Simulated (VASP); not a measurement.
# Sb (P6/mmm) in VASP: further runs

The runs below take Sb through single point, relaxation of cell and atoms, with LDA.

Program: VASP 6.6.1. These are calculated values, not measurements. Logs are shortened: lines on timing, memory, paths and dates and some standing lists are left out, and cuts for length are marked.

## (1) The cell of the first run

Symmetry: P6/mmm, No. 191, hexagonal system. The conventional cell has a = 5.385 Å, b = 5.385 Å, c = 3.212 Å, α = 90.00°, β = 90.00°, γ = 120.00°. Sb (site symmetry 6/mmm) has 14 Sb at 3.21 to 3.50 Å within 4.2 Å. Sb (site symmetry -6m2) has 11 Sb at 3.11 to 3.50 Å within 4.1 Å.

## (2) Single point, LDA (volume scaled by 1.04)

File INCAR:

```
PREC     = Accurate       # precision mode
ENCUT    = 520            # plane-wave cutoff, eV
EDIFF    = 1E-6           # SCF threshold, eV
ISMEAR   = -1             # smearing method
SIGMA    = 0.1            # smearing width, eV
LREAL    = F              # projectors in reciprocal space
LASPH    = T              # aspherical terms in the spheres
NELM     = 80             # most SCF steps
ALGO     = Normal         # electronic algorithm
ISIF     = 2              # what is computed and relaxed
LWAVE    = F              # write WAVECAR
LCHARG   = F              # write CHGCAR
GGA      = CA             # functional
NBANDS   = 14             # bands
```

File KPOINTS:

```
regular mesh
0
Gamma
  8 8 11
```

File POSCAR:

```
Sb
1.0
    5.3846044762      0.0000000000      0.0000000000
   -2.6923022381      4.6632042658      0.0000000000
    0.0000000000      0.0000000000      3.2122390052
Sb
3
Direct
    1.0000000000      0.0000000000      1.0000000000
    0.3333333333      0.6666666667      0.5000000000
    0.6666666667      0.3333333333      0.5000000000
```

Potentials or basis: VASP PAW LDA potentials, release 64 (Sb).

Launch:

```bash
$ cat potpaw_LDA.64/Sb/POTCAR > POTCAR
$ mpirun -np 1 vasp_std > vasp.out
```

OUTCAR:

```text
PREC = Accurate
   ENCUT = 520
   EDIFF = 1E-6
   ISMEAR = -1
   LREAL = F
   LASPH = T
   NELM = 80
   ISIF = 2
   GGA = CA

 ion  position               nearest neighbor table
   1  0.000  0.000  0.000-   2 3.50   3 3.50   2 3.50   3 3.50   3 3.50   3 3.50   2 3.50   2 3.50
                             3 3.50   3 3.50   2 3.50   2 3.50
   2  0.333  0.667  0.500-   3 3.11   3 3.11   3 3.11   1 3.50   1 3.50   1 3.50   1 3.50   1 3.50
                             1 3.50
   3  0.667  0.333  0.500-   2 3.11   2 3.11   2 3.11   1 3.50   1 3.50   1 3.50   1 3.50   1 3.50
                             1 3.50

  LATTYP: Found a hexagonal cell.
 ALAT       =     5.3846044762
 C/A-ratio  =     0.5965598809

  Lattice vectors:

 A1 = (   5.3846044762,   0.0000000000,   0.0000000000)
 A2 = (  -2.6923022381,   4.6632042658,   0.0000000000)
 A3 = (   0.0000000000,   0.0000000000,   3.2122390052)

Analysis of symmetry for initial positions (statically):
=====================================================================
 Subroutine PRICEL returns:
 Original cell was already a primitive cell.

 Routine SETGRP: Setting up the symmetry group for a
 hexagonal supercell.

 Subroutine GETGRP returns: Found 24 space group operations
 (whereof 24 operations were pure point group operations)
 out of a pool of 24 trial point group operations.

The static configuration has the point symmetry D_6h.

Analysis of symmetry for dynamics (positions and initial velocities):
=====================================================================
 Subroutine PRICEL returns:
 Original cell was already a primitive cell.

 Routine SETGRP: Setting up the symmetry group for a
 hexagonal supercell.

 Subroutine GETGRP returns: Found 24 space group operations
 (whereof 24 operations were pure point group operations)
 out of a pool of 24 trial point group operations.

The dynamic configuration has the point symmetry D_6h.

 Subroutine INISYM returns: Found 24 space group operations
 (whereof 24 operations are pure point group operations),
 and found     1 'primitive' translations

----------------------------------------------------------------------------------------

                                     Primitive cell

  volume of cell :      80.6577

  direct lattice vectors                    reciprocal lattice vectors
     5.384604476  0.000000000  0.000000000     0.185714662  0.107222410  0.000000000
    -2.692302238  4.663204266  0.000000000     0.000000000  0.214444820  0.000000000
     0.000000000  0.000000000  3.212239005     0.000000000  0.000000000  0.311309339

  length of vectors
     5.384604476  5.384604476  3.212239005     0.214444820  0.214444820  0.311309339

  position of ions in fractional coordinates (direct lattice)
     0.000000000  0.000000000  0.000000000
     0.333333333  0.666666667  0.500000000
     0.666666667  0.333333333  0.500000000

  ion indices of the primitive-cell ions
   primitive index   ion index
                 1           1
                 2           2
                 3           3

----------------------------------------------------------------------------------------

 KPOINTS: regular mesh

Automatic generation of k-mesh.
 Grid dimensions read from file:
 generate k-points for:    8    8   11

 Generating k-lattice:

  Cartesian coordinates                     Fractional coordinates (reciprocal lattice)
     0.023214333  0.013402801  0.000000000     0.125000000  0.000000000  0.000000000
     0.000000000  0.026805603  0.000000000     0.000000000  0.125000000  0.000000000
     0.000000000  0.000000000  0.028300849     0.000000000  0.000000000  0.090909091

  Length of vectors
     0.026805603  0.026805603  0.028300849

  Shift w.r.t. Gamma in fractional coordinates (k-lattice)
     0.000000000  0.000000000  0.000000000

 Subroutine IBZKPT returns following result:
 ===========================================

 Found     60 irreducible k-points:

 Following reciprocal coordinates:
            Coordinates               Weight
  0.000000  0.000000  0.000000      1.000000
  0.125000 -0.000000  0.000000      6.000000
  0.250000 -0.000000  0.000000      6.000000
  0.375000  0.000000  0.000000      6.000000
  0.500000 -0.000000  0.000000      3.000000
  0.125000  0.125000  0.000000      6.000000
[... 16 lines left out ...]
  0.250000 -0.000000  0.181818     12.000000
  0.375000  0.000000  0.181818     12.000000
 [... further k-points ...]
   k-points           NKPTS =     60   k-points in BZ     NKDIM =     60   number of bands    NBANDS=     14
   number of dos      NEDOS =    301   number of ions     NIONS =      3
   total plane-waves  NPLWV =  38400
   dimension x,y,z NGX =    40 NGY =   40 NGZ =   24
   dimension x,y,z NGXF=    80 NGYF=   80 NGZF=   48
   ions per type =               3
   NGX,Y,Z   is equivalent  to a cutoff of  12.35, 12.35, 12.42 a.u.
   NGXF,Y,Z  is equivalent  to a cutoff of  24.70, 24.70, 24.84 a.u.
 SYSTEM =  unknown system
   PREC   = accura    normal or accurate (medium, high low for compatibility)
   ISTART =      0    job   : 0-new  1-cont  2-samecut
   ICHARG =      2    charge: 1-file 2-atom 10-const
   ISPIN  =      1    spin polarized calculation?
   LNONCOLLINEAR =      F non collinear calculations
   LSORBIT =      F    spin-orbit coupling
   LASPH  =      T    aspherical Exc in radial PAW
   ENCUT  =  520.0 eV  38.22 Ry    6.18 a.u.  10.01 10.01  5.97*2*pi/ulx,y,z
   NELM   =     80;   NELMIN=  2; NELMDL= -5     # of ELM steps
   EDIFF  = 0.1E-05   stopping-criterion for ELM
   LREAL  =      F    real-space projection
   EDIFFG = 0.1E-04   stopping-criterion for IOM
   NSW    =      0    number of steps for IOM
   IBRION =     -1    ionic relax: 0-MD 1-quasi-New 2-CG
   NFREE  =      0    steps in history (QN), initial steepest desc. (CG)
   ISIF   =      2    stress and relaxation
   ISYM   =      2    0-nonsym 1-usesym 2-fastsym
   POTIM  = 0.5000    time-step for ionic-motion
   TEBEG  =    0.0;   TEEND  =   0.0 temperature during run
   PSTRESS=    0.0 pullay stress
   NELECT =      15.0000    total number of electrons
   NUPDOWN=      -1.0000    fix difference up-down
   EMIN   =  10.00;   EMAX   =-10.00  energy-range for DOS
   EFERMI =   0.00;   METHOD = LEGACY
   ISMEAR =    -1;   SIGMA  =   0.10  broadening in eV -4-tet -1-fermi 0-gaus
   EFERMI_NEDOS =   21; number of points for ismear=-14 and -15
   IALGO  =     38    algorithm
   IMIX   =      4    mixing-type and parameters
     AMIX     =   0.40;   BMIX     =  1.00
     AMIX_MAG =   1.60;   BMIX_MAG =  1.00
  volume/ion in A,a.u.               =      26.89       181.44
  Fermi-wavevector in a.u.,A,eV,Ry     =   0.934451  1.765856 11.880590  0.873199
  Thomas-Fermi vector in A             =   2.061257
   LORBIT       =      0    0 simple, 1 ext, 2 COOP (PROOUT), +10 PAW based schemes
   GGA     = CA    functional components
   LHFCALC =     F    Hartree Fock is set to
   AEXX    =    0.0000 exact exchange contribution
   IVDW    =     0    specifies the selected vdW correction
   LEPSILON=     F    determine dielectric tensor
   LRPA    =     F    only Hartree local field effects (RPA)
 non-spin polarized calculation
  energy-cutoff  :      520.00
  volume of cell :       80.66
 maximum number of plane-waves:      2195
   NGX = 21   NGY = 21   NGZ = 11

 number of electron      15.0000000 magnetization

 Free energy of the ion-electron system (eV)
  ---------------------------------------------------
  ext. energy  EPLUGINS =         0.00000000
  ---------------------------------------------------
  free energy    TOTEN  =       -13.82841417 eV

  energy without entropy =      -13.77062926  energy(sigma->0) =      -13.79952171

 E-fermi :   8.3022     XC(G=0): -10.3688

 val. band max:        8.2471550621   @ k =   0.3750   0.0000   0.3636
 cond. band min:       8.3609067740   @ k =   0.3750   0.0000   0.1818
 fundamental gap:      0.1137517119
 Fermi energy:         8.3022279715

 k-point     1 :       0.0000    0.0000    0.0000
  band No.  band energies     occupation
      1      -4.5613      2.00000
      2       0.0480      2.00000
      3       0.2504      2.00000
      4       4.3878      2.00000
      5       4.3878      2.00000
      6       4.6668      2.00000
      7       4.6668      2.00000
      8       9.9786      0.00000
      9      13.6671      0.00000
     10      13.6671      0.00000
     11      13.9382      0.00000
     12      14.0520      0.00000
     13      14.0755      0.00000
     14      18.5218      0.00000

 k-point     2 :       0.1250   -0.0000    0.0000
  band No.  band energies     occupation
      1      -4.4544      2.00000
      2      -0.1998      2.00000
      3      -0.0070      2.00000
      4       3.7269      2.00000
      5       4.1546      2.00000
      6       5.5331      2.00000
      7       5.8152      2.00000
      8      10.0896      0.00000
      9      12.8023      0.00000
     10      13.3529      0.00000
     11      13.8501      0.00000
     12      13.9205      0.00000
     13      14.0384      0.00000
     14      17.9979      0.00000

 k-point     3 :       0.2500   -0.0000    0.0000
  band No.  band energies     occupation
      1      -4.1350      2.00000
      2      -1.0110      2.00000
      3      -0.3450      2.00000
      4       3.1601      2.00000
      5       4.7545      2.00000
      6       6.7102      2.00000
      7       7.5581      1.99883
      8      10.4172      0.00000
      9      11.0649      0.00000
     10      12.4097      0.00000
     11      13.2440      0.00000
     12      13.6491      0.00000
     13      14.3135      0.00000
     14      16.8975      0.00000
[... 324 lines left out ...]
 k-point    23 :       0.2500   -0.0000    0.1818
  band No.  band energies     occupation
      1      -3.6686      2.00000
      2      -0.5934      2.00000
      3       0.0470      2.00000
      4       3.6321      2.00000
      5       5.0824      2.00000
      6       7.1004      1.99999
      7       7.1171      1.99999
      8       8.1940      1.49392
      9       9.8520      0.00000
     10      10.6202      0.00000
     11      11.6691      0.00000
     12      12.0772      0.00000
     13      15.3318      0.00000
     14      16.0611      0.00000

 k-point    24 :       0.3750    0.0000    0.1818
  band No.  band energies     occupation
      1      -3.1458      2.00000
      2      -1.5427      2.00000
      3      -0.1740      2.00000
      4       3.2939      2.00000
      5       6.0776      2.00000
      6       7.8365      1.98119
      7       8.3609      0.71474
      8       8.5146      0.21364
      9       9.9418      0.00000
     10      10.3116      0.00000
     11      10.5474      0.00000
     12      11.0919      0.00000
     13      14.6354      0.00000
     14      16.0611      0.00000

 [... further k-points ...]
[... 5 lines left out ...]
  --------------------------------------------------------------------------------------
  -------------------------------------------------------------------------------------
  Total       -0.9825468     -0.9825468     -1.9787075      0.0000000      0.0000000      0.0000000
  in kB      -19.5172103    -19.5172103    -39.3048440      0.0000000      0.0000000      0.0000000
  external PRESSURE =     -26.1130882 kB  Pullay stress =       0.0000000 kB

 VOLUME and BASIS-vectors are now :
 -----------------------------------------------------------------------------
  energy-cutoff  :      520.00
  volume of cell :       80.66
      direct lattice vectors                 reciprocal lattice vectors
     5.384604476  0.000000000  0.000000000     0.185714662  0.107222410  0.000000000
    -2.692302238  4.663204266  0.000000000     0.000000000  0.214444820  0.000000000
     0.000000000  0.000000000  3.212239005     0.000000000  0.000000000  0.311309339

 POSITION                                       TOTAL-FORCE (eV/Angst)
 -----------------------------------------------------------------------------------
      0.00000      0.00000      0.00000        -0.000000      0.000000      0.000000
     -0.00000      3.10880      1.60612        -0.000000      0.000000      0.000000
      2.69230      1.55440      1.60612         0.000000     -0.000000     -0.000000
 -----------------------------------------------------------------------------------
    total drift:                                0.000000     -0.000000      0.000000

  FREE ENERGIE OF THE ION-ELECTRON SYSTEM (eV)
  ---------------------------------------------------
  free  energy   TOTEN  =       -13.8284141718 eV

  energy  without entropy=      -13.7706292566  energy(sigma->0) =      -13.79952171
```

Run time: 71 s. Hardware: 1 thread of AMD EPYC 7R13, shared host; peak memory 0.16 GiB.

Results:

- Free energy: -13.8284 eV
- Pressure: -2.6 GPa

Levels at points of the mesh, in eV from the Fermi level:
| k point | band 3 | band 4 | band 5 | band 6 | band 7 | band 8 | band 9 | band 10 | band 11 | band 12 |
| --- | --- | --- | --- | --- | --- | --- | --- | --- | --- | --- |
| (0.00, 0.00, 0.00) | -8.05 | -3.91 | -3.91 | -3.64 | -3.64 | 1.68 | 5.36 | 5.36 | 5.64 | 5.75 |
| (0.50, 0.00, 0.00) | -8.95 | -5.60 | -0.98 | -0.74 | 1.05 | 1.40 | 2.14 | 3.32 | 3.35 | 5.05 |

Caveat: spin-orbit coupling is left out, which moves the levels of the heavy elements.

## (3) Single point, LDA (volume scaled by 1.08)

File INCAR:

```
SYSTEM = Sb
PREC = Accurate
ENCUT = 520
EDIFF = 1E-6
ISMEAR = -1
SIGMA = 0.1
LREAL = .FALSE.
LASPH = .TRUE.
NELM = 80
ALGO = Normal
ISIF = 2
LWAVE = .FALSE.
LCHARG = .FALSE.
NBANDS = 14
```

File KPOINTS:

```
Automatic mesh
0
G
  8 8 11
  0 0 0
```

File POSCAR:

```
Sb
1.0
    5.4527712630      0.0000000000      0.0000000000
   -2.7263856315      4.7222384348      0.0000000000
    0.0000000000      0.0000000000      3.2529045755
Sb
3
Direct
    1.0000000000      0.0000000000      1.0000000000
    0.3333333333      0.6666666667      0.5000000000
    0.6666666667      0.3333333333      0.5000000000
```

Potentials or basis: VASP PAW LDA potentials, release 64 (Sb).

Launch:

```bash
$ cat potpaw_LDA.64/Sb/POTCAR > POTCAR
$ mpirun -np 1 vasp_std > vasp.out
```

Wall time 86 s (1 thread of AMD EPYC 7R13, shared host); peak memory 0.17 GiB.

The run converged. Its results:

```yaml
Free_energy: -13.7575 eV
Pressure: -4.6 GPa
```

Stress tensor (GPa, compression positive):
```
-4.09  0.00  0.00
 0.00 -4.09  0.00
 0.00  0.00 -5.76
```

Levels at points of the mesh, in eV from the Fermi level:
| k point | band 3 | band 4 | band 5 | band 6 | band 7 | band 8 | band 9 | band 10 | band 11 | band 12 |
| --- | --- | --- | --- | --- | --- | --- | --- | --- | --- | --- |
| (0.00, 0.00, 0.00) | -8.04 | -3.75 | -3.75 | -3.47 | -3.47 | 1.62 | 5.08 | 5.08 | 5.45 | 5.47 |
| (0.50, 0.00, 0.00) | -8.89 | -5.37 | -1.02 | -0.78 | 1.02 | 1.39 | 2.05 | 3.19 | 3.21 | 4.80 |

Caveat: spin-orbit coupling is left out, which moves the levels of the heavy elements.

## (4) Single point, LDA (volume scaled by 1.12)

File INCAR:

```
SYSTEM = Sb
ALGO = Normal
EDIFF = 1E-7
ENCUT = 520
ISIF = 2
ISMEAR = -1
LASPH = .True.
LCHARG = .False.
LREAL = .False.
LWAVE = .False.
NBANDS = 14
NELM = 60
PREC = Accurate
SIGMA = 0.1
```

File KPOINTS:

```
k-points
0
Gamma
  8 8 11
  0 0 0
```

File POSCAR:

```
Sb
1.0
    5.5192750278      0.0000000000      0.0000000000
   -2.7596375139      4.7798323846      0.0000000000
    0.0000000000      0.0000000000      3.2925780535
Sb
3
Direct
    1.0000000000      0.0000000000      1.0000000000
    0.3333333333      0.6666666667      0.5000000000
    0.6666666667      0.3333333333      0.5000000000
```

Launch:

```bash
$ cat potpaw_LDA.64/Sb/POTCAR > POTCAR
$ mpirun -np 1 vasp_std > vasp.out
```

Run time: 88 s. Hardware: 1 thread of AMD EPYC 7R13, shared host; peak memory 0.17 GiB.

It converged, with:

```
Free energy : -13.6513 eV
Pressure    : -6.3 GPa
```

Stress tensor (GPa, compression positive):
```
-5.80  0.00  0.00
 0.00 -5.80  0.00
 0.00  0.00 -7.20
```

Levels at points of the mesh, in eV from the Fermi level:
```csv
k point,band 4,band 5,band 6,band 7,band 8,band 9,band 10,band 11
"(0.00, 0.00, 0.00)",-3.59,-3.59,-3.31,-3.31,1.57,4.82,4.82,5.17
"(0.50, 0.00, 0.00)",-5.16,-1.04,-0.81,1.00,1.38,1.96,3.07,3.08
```

Caveat: spin-orbit coupling is left out, which moves the levels of the heavy elements.

(Part 1 of 2 ends here.)
